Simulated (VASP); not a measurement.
Input of a VASP 6.6.1 run:

Contents of INCAR:

```
PREC = Accurate
ENCUT = 600
EDIFF = 1E-6
ISMEAR = -1
SIGMA = 0.05
LREAL = F
LASPH = T
NELM = 60
ALGO = Normal
ISIF = 3
LWAVE = F
LCHARG = F
GGA = PE
IBRION = 2
NSW = 32
EDIFFG = -0.005
PSTRESS = 1000.0
```

The input KPOINTS:

```
regular mesh
0
Gamma
  17 17 17
```

The input POSCAR:

```
AlN
1.0
    0.0000000000      1.8752698871      1.8752698871
    1.8752698871      0.0000000000      1.8752698871
    1.8752698871      1.8752698871      0.0000000000
Al N
1 1
Direct
    0.0000000000      0.0000000000      0.0000000000
    0.5000000000      0.5000000000      0.5000000000
```

Potentials or basis: VASP PAW PBE potentials, release 64 (Al, N).

Command:

```bash
$ cat potpaw_PBE.64/Al/POTCAR potpaw_PBE.64/N/POTCAR > POTCAR
$ mpirun -np 1 vasp_std > vasp.out
```

(1) Estimate the band gap on the k mesh.

Answers

(1) 4.84 eV (least direct gap 8.24 eV).

Caveat: the relaxation stopped at its first step, so nothing moved; the cell is relaxed towards a set pressure, so the run minimises the enthalpy, not the energy; an odd mesh through Γ misses points on the zone boundary, where band edges can lie.
